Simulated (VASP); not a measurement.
Input of a VASP 6.6.1 run:

INCAR

```
  ALGO = Normal
  EDIFF = 1E-7
  EDIFFG = -0.001
  ENCUT = 600
  GGA = PS
  IBRION = 2
  ISIF = 3
  ISMEAR = 0
  LASPH = True
  LCHARG = False
  LREAL = False
  LWAVE = False
  NELM = 80
  NSW = 80
  PREC = Accurate
  SIGMA = 0.01
```

File KPOINTS:

```
k-points
0
Gamma
  12 12 12
```

Contents of POSCAR:

```
Si
1.0
    0.0000000000      2.7165040204      2.7165040204
    2.7165040204      0.0000000000      2.7165040204
    2.7165040204      2.7165040204      0.0000000000
Si
2
Direct
    0.5000000000      0.5000000000      0.5000000000
    0.7500000000      0.7500000000      0.7500000000
```

Potentials or basis: VASP PAW PBE potentials, release 64 (Si).

The run is started by

```sh
$ cat potpaw_PBE.64/Si/POTCAR > POTCAR
$ mpirun -np 1 vasp_std > vasp.out
```

(1) What does it give for the relaxed cell?

(2) Estimate the relaxed volume.

Answers

(1) a = 3.844 Å, b = 3.844 Å, c = 3.844 Å, α = 60.00°, β = 60.00°, γ = 60.00°.

(2) 20.08 Å³/atom.

Caveat: the PAW data sets were made with another functional, which shifts forces and pressure a little.
